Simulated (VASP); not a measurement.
# PtS2 (R-3m) in VASP: a series of runs

PtS2 is run at these levels: PBE, r2SCAN; tasks: single point.

All numbers are computed with VASP 6.6.1; they aren't measurements. Logs are shortened: lines on timing, memory, paths and dates and some standing lists are left out, and cuts for length are marked.

### 1 The cell of the first run

The structure is trigonal, space group R-3m (No. 166). The conventional cell has a = 3.435 Å, b = 3.435 Å, c = 16.973 Å, α = 90.00°, β = 90.00°, γ = 120.00°. Pt (site symmetry -3m) has 6 S at 2.37 Å within 3.1 Å. Within 3.1 Å of S (site symmetry 3m) lie 3 Pt at 2.37 Å.

### 2 Single point, PBE (epitaxial xy strain -2.7%)

Input file INCAR:

```
  PREC = Accurate
  ENCUT = 520
  EDIFF = 1E-6
  ISMEAR = -1
  SIGMA = 0.02
  LREAL = F
  LASPH = T
  NELM = 60
  ALGO = Normal
  ISIF = 2
  LWAVE = F
  LCHARG = T
  GGA = PE
  LELF = T
  LVHAR = T
  NBANDS = 18
```

Input file KPOINTS:

```
Automatic mesh
0
Gamma
  8 8 8
```

Input file POSCAR:

```
PtS2
1.0
    1.7175087220      0.9916041230      5.6575555288
   -1.7175087220      0.9916041230      5.6575555288
    0.0000000000     -1.9832082460      5.6575555288
Pt S
1 2
Direct
    0.0000000000      0.0000000000      0.0000000000
    0.2569923297      0.2569923297      0.2569923297
    0.7430076703      0.7430076703      0.7430076703
```

Potentials or basis: VASP PAW PBE potentials, release 64 (Pt, S).

Launch:

```bash
$ cat potpaw_PBE.64/Pt/POTCAR potpaw_PBE.64/S/POTCAR > POTCAR
$ mpirun -np 1 vasp_std > vasp.out
```

OUTCAR:

```text
PREC = Accurate
   ENCUT = 520
   EDIFF = 1E-6
   ISMEAR = -1
   LREAL = F
   LASPH = T
   NELM = 60
   ISIF = 2
   GGA = PE

 ion  position               nearest neighbor table
   1  0.000  0.000  0.000-   3 2.37   3 2.37   2 2.37   2 2.37   3 2.37   2 2.37
   2  0.257  0.257  0.257-   1 2.37   1 2.37   1 2.37
   3  0.743  0.743  0.743-   1 2.37   1 2.37   1 2.37

  LATTYP: Found a trigonal (rhomboedric) cell.
 ALAT       =     5.9950854463
 COS(alpha) =     0.8358514150

  Lattice vectors:

 A1 = (   1.7175087220,   0.9916041230,   5.6575555288)
 A2 = (  -1.7175087220,   0.9916041230,   5.6575555288)
 A3 = (   0.0000000000,  -1.9832082460,   5.6575555288)

Analysis of symmetry for initial positions (statically):
=====================================================================
 Subroutine PRICEL returns:
 Original cell was already a primitive cell.

 Routine SETGRP: Setting up the symmetry group for a
 trigonal (rhombohedral) supercell.

 Subroutine GETGRP returns: Found 12 space group operations
 (whereof 12 operations were pure point group operations)
 out of a pool of 12 trial point group operations.

The static configuration has the point symmetry D_3d.

Analysis of symmetry for dynamics (positions and initial velocities):
=====================================================================
 Subroutine PRICEL returns:
 Original cell was already a primitive cell.

 Routine SETGRP: Setting up the symmetry group for a
 trigonal (rhombohedral) supercell.

 Subroutine GETGRP returns: Found 12 space group operations
 (whereof 12 operations were pure point group operations)
 out of a pool of 12 trial point group operations.

The dynamic configuration has the point symmetry D_3d.

 Subroutine INISYM returns: Found 12 space group operations
 (whereof 12 operations are pure point group operations),
 and found     1 'primitive' translations

----------------------------------------------------------------------------------------

                                     Primitive cell

  volume of cell :      57.8119

  direct lattice vectors                    reciprocal lattice vectors
     1.717508722  0.991604123  5.657555529     0.291119337  0.168077827  0.058918261
[... 78 lines left out ...]
 SYSTEM =  unknown system
   PREC   = accura    normal or accurate (medium, high low for compatibility)
   ISTART =      0    job   : 0-new  1-cont  2-samecut
   ICHARG =      2    charge: 1-file 2-atom 10-const
   ISPIN  =      1    spin polarized calculation?
   LNONCOLLINEAR =      F non collinear calculations
   LSORBIT =      F    spin-orbit coupling
   LASPH  =      T    aspherical Exc in radial PAW
   ENCUT  =  520.0 eV  38.22 Ry    6.18 a.u.  11.15 11.15 11.15*2*pi/ulx,y,z
   NELM   =     60;   NELMIN=  2; NELMDL= -5     # of ELM steps
   EDIFF  = 0.1E-05   stopping-criterion for ELM
   LREAL  =      F    real-space projection
   EDIFFG = 0.1E-04   stopping-criterion for IOM
   NSW    =      0    number of steps for IOM
   IBRION =     -1    ionic relax: 0-MD 1-quasi-New 2-CG
   NFREE  =      0    steps in history (QN), initial steepest desc. (CG)
   ISIF   =      2    stress and relaxation
   ISYM   =      2    0-nonsym 1-usesym 2-fastsym
   POTIM  = 0.5000    time-step for ionic-motion
   TEBEG  =    0.0;   TEEND  =   0.0 temperature during run
   PSTRESS=    0.0 pullay stress
   NELECT =      22.0000    total number of electrons
   NUPDOWN=      -1.0000    fix difference up-down
   EMIN   =  10.00;   EMAX   =-10.00  energy-range for DOS
   EFERMI =   0.00;   METHOD = LEGACY
   ISMEAR =    -1;   SIGMA  =   0.02  broadening in eV -4-tet -1-fermi 0-gaus
   EFERMI_NEDOS =   21; number of points for ismear=-14 and -15
   IALGO  =     38    algorithm
   IMIX   =      4    mixing-type and parameters
     AMIX     =   0.40;   BMIX     =  1.00
     AMIX_MAG =   1.60;   BMIX_MAG =  1.00
  volume/ion in A,a.u.               =      19.27       130.04
  Fermi-wavevector in a.u.,A,eV,Ry     =   1.186342  2.241861 19.148942  1.407408
  Thomas-Fermi vector in A             =   2.322517
   LORBIT       =      0    0 simple, 1 ext, 2 COOP (PROOUT), +10 PAW based schemes
   GGA     = PE    functional components
   LHFCALC =     F    Hartree Fock is set to
   AEXX    =    0.0000 exact exchange contribution
   IVDW    =     0    specifies the selected vdW correction
   LEPSILON=     F    determine dielectric tensor
   LRPA    =     F    only Hartree local field effects (RPA)
 non-spin polarized calculation
  energy-cutoff  :      520.00
  volume of cell :       57.81
 maximum number of plane-waves:      1575
 NGX is ok and might be reduce to    48
   NGX = 23   NGY = 23   NGZ = 23

 number of electron      22.0000000 magnetization

 Free energy of the ion-electron system (eV)
  ---------------------------------------------------
  ext. energy  EPLUGINS =         0.00000000
  ---------------------------------------------------
  free energy    TOTEN  =       -15.30326256 eV

  energy without entropy =      -15.30326256  energy(sigma->0) =      -15.30326256

 E-fermi :   6.1291     XC(G=0): -10.2522

 val. band max:        5.6452568675   @ k =   0.3750   0.2500   0.2500
 cond. band min:       6.6860487564   @ k =  -0.2500   0.2500   0.0000
 fundamental gap:      1.0407918889
 Fermi energy:         6.1290581455

 k-point     1 :       0.0000    0.0000    0.0000
  band No.  band energies     occupation
      1      -9.0981      2.00000
      2      -6.6939      2.00000
      3      -0.8473      2.00000
      4      -0.3024      2.00000
      5      -0.3024      2.00000
      6       2.2805      2.00000
[... 481 lines left out ...]
      5       0.4727      2.00000
      6       0.9017      2.00000
[... 10 lines left out ...]
     17      15.7034      0.00000
     18      16.2386      0.00000

 [... further k-points ...]
[... 5 lines left out ...]
  --------------------------------------------------------------------------------------
  -------------------------------------------------------------------------------------
  Total        3.4373835      3.4373835      0.8997315      0.0000000     -0.0000000     -0.0000000
  in kB       95.2623348     95.2623348     24.9348153      0.0000000     -0.0000000     -0.0000000
  external PRESSURE =      71.8198283 kB  Pullay stress =       0.0000000 kB

 VOLUME and BASIS-vectors are now :
 -----------------------------------------------------------------------------
  energy-cutoff  :      520.00
  volume of cell :       57.81
      direct lattice vectors                 reciprocal lattice vectors
     1.717508722  0.991604123  5.657555529     0.291119337  0.168077827  0.058918261
    -1.717508722  0.991604123  5.657555529    -0.291119337  0.168077827  0.058918261
     0.000000000 -1.983208246  5.657555529     0.000000000 -0.336155655  0.058918261

 POSITION                                       TOTAL-FORCE (eV/Angst)
 -----------------------------------------------------------------------------------
      0.00000      0.00000      0.00000         0.000000      0.000000      0.000000
      0.00000      0.00000      4.36185         0.000000     -0.000000     -0.049884
      0.00000      0.00000     12.61082         0.000000      0.000000      0.049884
 -----------------------------------------------------------------------------------
    total drift:                               -0.000000     -0.000000     -0.000000

  FREE ENERGIE OF THE ION-ELECTRON SYSTEM (eV)
  ---------------------------------------------------
  free  energy   TOTEN  =       -15.3032625635 eV

  energy  without entropy=      -15.3032625635  energy(sigma->0) =      -15.30326256
```

It took 71 s on 1 thread of Intel Xeon 6975P-C (Granite Rapids), shared host; peak memory 0.34 GiB.

Results:

- Free energy: -15.3033 eV
- Pressure: 7.2 GPa
- Largest force: 0.050 eV/Å
- Band gap on the k mesh: 1.04 eV, indirect (least direct gap 1.26 eV)

Forces on the atoms (eV/Å):
```
Pt   0.000  0.000  0.000
S    0.000  0.000 -0.050
S    0.000  0.000  0.050
```

Caveat: the cell differs from its parent crystal (epitaxial xy strain -2.7%); spin-orbit coupling is left out, which moves the levels of the heavy elements. A k mesh can miss the band edges.

### 3 Single point, r2SCAN (epitaxial xy strain -2.7%)

POSCAR is that of step 2.

Input file INCAR.step1:

```
SYSTEM = PtS2
PREC = Accurate
ENCUT = 520
ISMEAR = 0
SIGMA = 0.01
LREAL = .FALSE.
LASPH = .TRUE.
NELM = 60
NBANDS = 18
GGA = PE
ALGO = Normal
EDIFF = 1E-4
LWAVE = .TRUE.
LCHARG = .FALSE.
```

Input file INCAR.step2:

```
SYSTEM = PtS2
PREC = Accurate
ENCUT = 520
EDIFF = 1E-7
ISMEAR = 0
SIGMA = 0.01
LREAL = .FALSE.
LASPH = .TRUE.
NELM = 60
ALGO = Normal
ISIF = 2
LWAVE = .FALSE.
LCHARG = .TRUE.
METAGGA = R2SCAN
LMIXTAU = .TRUE.
LELF = .TRUE.
LVHAR = .TRUE.
NBANDS = 18
ISTART = 1
```

Input file KPOINTS:

```
Automatic mesh
0
G
  8 8 8
  0 0 0
```

Potentials or basis: VASP PAW PBE potentials, release 64 (Pt, S).

Launch:

```bash
$ cat potpaw_PBE.64/Pt/POTCAR potpaw_PBE.64/S/POTCAR > POTCAR
$ cp INCAR.step1 INCAR
$ mpirun -np 1 vasp_std > vasp.out
$ cp INCAR.step2 INCAR
$ mpirun -np 1 vasp_std > vasp.out
```

Wall time 5.4 min (1 thread of Intel Xeon 6975P-C (Granite Rapids), shared host); peak memory 0.39 GiB.

The run converged. Its results:

* Free energy: -68.7806 eV
* Pressure: 5.3 GPa
* Largest force: 0.044 eV/Å
* Band gap on the k mesh: 1.20 eV, indirect (least direct gap 1.48 eV)

Forces on the atoms (eV/Å):
```
Pt   0.000  0.000  0.000
S    0.000  0.000  0.044
S    0.000  0.000 -0.044
```

Stress tensor (GPa, compression positive):
```
7.43 0.00 0.00
0.00 7.43 0.00
0.00 0.00 1.09
```

Levels at points of the mesh, in eV from the valence-band top:
| k point | band 9 | band 10 | band 11 | band 12 | band 13 | band 14 |
| --- | --- | --- | --- | --- | --- | --- |
| (0.00, 0.00, 0.00) | -0.41 | -0.41 | -0.21 | 3.08 | 3.08 | 6.27 |
| (0.50, 0.00, 0.00) | -2.32 | -2.13 | -2.04 | 2.61 | 2.68 | 6.47 |
| (0.50, 0.50, 0.00) | -2.32 | -2.10 | -1.87 | 3.11 | 3.39 | 4.77 |
| (0.50, 0.50, 0.50) | -1.03 | -0.53 | -0.53 | 3.23 | 3.23 | 6.54 |

Caveat: the cell differs from its parent crystal (epitaxial xy strain -2.7%); the PAW data sets were made with another functional, which shifts forces and pressure a little; spin-orbit coupling is left out, which moves the levels of the heavy elements. A k mesh can miss the band edges.
